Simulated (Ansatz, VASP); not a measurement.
## One calculation of Si, two programs

File POSCAR:

```
Si
1.0
    0.0000000000      2.7350468793      2.7350468793
    2.7350468793      0.0000000000      2.7350468793
    2.7350468793      2.7350468793      0.0000000000
Si
2
Direct
    0.7500000000      0.7500000000      0.7500000000
    0.5000000000      0.5000000000      0.5000000000
```

The input INCAR.step1:

```
  ALGO = Normal
  EDIFF = 1E-5
  ENCUT = 520
  GGA = PE
  ISIF = 2
  ISMEAR = 0
  LASPH = T
  LREAL = F
  LWAVE = T
  NBANDS = 11
  NELM = 100
  PREC = Accurate
  SIGMA = 0.01
```

File INCAR.step2:

```
  ALGO = Normal
  EDIFF = 1E-6
  ENCUT = 520
  GGA = PE
  HFSCREEN = 0.2079
  ISIF = 2
  ISMEAR = 0
  ISTART = 1
  LASPH = T
  LCHARG = T
  LELF = T
  LHFCALC = T
  LREAL = F
  LVHAR = T
  LWAVE = F
  NBANDS = 11
  NELM = 100
  PREC = Accurate
  PRECFOCK = Normal
  SIGMA = 0.01
```

File KPOINTS:

```
k-points
0
Gamma
  8 8 8
```

Input for Ansatz:

```yaml
crystal:
  lattice:
    - [0.0, 2.7350468793, 2.7350468793]
    - [2.7350468793, 0.0, 2.7350468793]
    - [2.7350468793, 2.7350468793, 0.0]
  atoms:
    - { symbol: Si, position: [0.75, 0.75, 0.75] }
    - { symbol: Si, position: [0.5, 0.5, 0.5] }
basis:
  ecutwfc: 420
kpoints:
  mp_grid: { grid: [8, 8, 8] }
  band_path:
    path:
      - [0.0, 0.0, 0.0]
      - [0.5, 0.0, 0.5]
      - [0.625, 0.25, 0.625]
      - [0.375, 0.375, 0.75]
      - [0.5, 0.5, 0.5]
      - [0.5, 0.25, 0.75]
      - [0.4, 0.0, 0.4]
    npoints: 1
hamiltonian:
  xc: hse06
scf:
  occupations: { method: fixed }
  n_extra_bands: 4
output:
  forces: true
  stress: true
  eigenvalues: true
```

Alike in both runs: task single point; functional HSE06; k mesh 8 × 8 × 8; no spin polarisation.

|  | VASP | Ansatz |
| --- | --- | --- |
| version | VASP 6.6.1 | Ansatz 0.2.0 |
| potentials or method | VASP PAW PBE potentials, release 64 (Si), cutoff 520 eV | scalar-relativistic, plane waves, PAW |
| occupations | gaussian, width 0.01 eV | fixed |
| valence electrons in the cell | 8 | 8 |

|  | VASP | Ansatz | Ansatz less VASP |
| --- | --- | --- | --- |
| gap on the k mesh at the Fermi level (eV) | 1.22 | 1.21 | -0.012 |
| least direct gap on the mesh (eV) | 3.31 | 3.30 | -0.010 |
| pressure (GPa) | -1.9 | -1.6 | +0.33 |

Ansatz's warnings: stress exchange threshold loose, stress scf threshold loose.
